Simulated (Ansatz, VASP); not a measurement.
## Two plane-wave programs on Rh

Contents of INCAR:

```
SYSTEM = Rh
PREC = Accurate
ENCUT = 520
EDIFF = 1E-6
ISMEAR = 0
SIGMA = 0.15
LREAL = .FALSE.
LASPH = .TRUE.
NELM = 60
ALGO = Fast
ISIF = 2
LWAVE = .FALSE.
LCHARG = .FALSE.
GGA = PS
NBANDS = 38
```

Contents of KPOINTS:

```
regular mesh
0
G
  18 18 6
  0 0 0
```

Contents of POSCAR:

```
Rh
1.0
    2.8718175755      0.0000000000      0.0000000000
   -1.4359087878      1.9773033992      0.0000000000
    0.0000000000      0.0000000000      9.3672375197
Rh
4
Direct
    0.0000000000      0.0000000000      0.0000000000
    0.3333333333      0.6666666667      0.2500000000
    0.0000000000      0.0000000000      0.5000000000
    0.6666666667      0.3333333333      0.7500000000
```

Input for Ansatz:

```yaml
crystal:
  lattice:
    - [2.8718175755, 0.0, 0.0]
    - [-1.4359087878, 1.9773033992, 0.0]
    - [0.0, 0.0, 9.3672375197]
  atoms:
    - { symbol: Rh, position: [0.0, 0.0, 0.0] }
    - { symbol: Rh, position: [0.3333333333, 0.6666666667, 0.25] }
    - { symbol: Rh, position: [0.0, 0.0, 0.5] }
    - { symbol: Rh, position: [0.6666666667, 0.3333333333, 0.75] }
basis:
  ecutwfc: 420
kpoints:
  mp_grid: { grid: [18, 18, 6] }
hamiltonian:
  xc: pbesol
  pseudopotentials: { kind: paw, azcp: { folder: soft_1 } }
scf:
  occupations: { method: gaussian, width: 0.15 }
output:
  forces: true
  stress: true
  eigenvalues: true
```

Change from the starting cell: strain +e along x and -e along y +0.1100, strain +e along z and -e/2 along x and y +0.0733.

Alike in both runs: task single point; functional PBEsol; k mesh 18 × 18 × 6; occupations gaussian, width 0.15 eV; no spin polarisation.

|  | VASP | Ansatz |
| --- | --- | --- |
| version | VASP 6.6.1 | Ansatz 0.2.0 |
| potentials or method | VASP PAW PBE potentials, release 64 (Rh_pv), cutoff 520 eV | scalar-relativistic, plane waves, PAW |
| valence electrons in the cell | 60 | 68 |

```tsv
	VASP	Ansatz	Ansatz less VASP
gap on the k mesh at the Fermi level (eV)	none	none	-
pressure (GPa)	21.9	21.9	+0.03
traceless stress, the component that is largest in VASP (GPa)	50.92	50.94	+0.023
rms of the force components (eV/Å)	0.142	0.142	-0.0001
```

VASP's potentials were made for PBE, not for PBEsol, and Ansatz warns of the same on its side. Atom by atom the forces differ by 0.000 eV/Å (rms over components). A gap of «none» marks a metal or a gap that the smearing closes. With one functional, cell and mesh, what is left measures potentials, basis and numerics. VASP's potentials hold 60 valence electrons a cell and Ansatz's 68, so a difference there can come from the potentials and not from the codes.
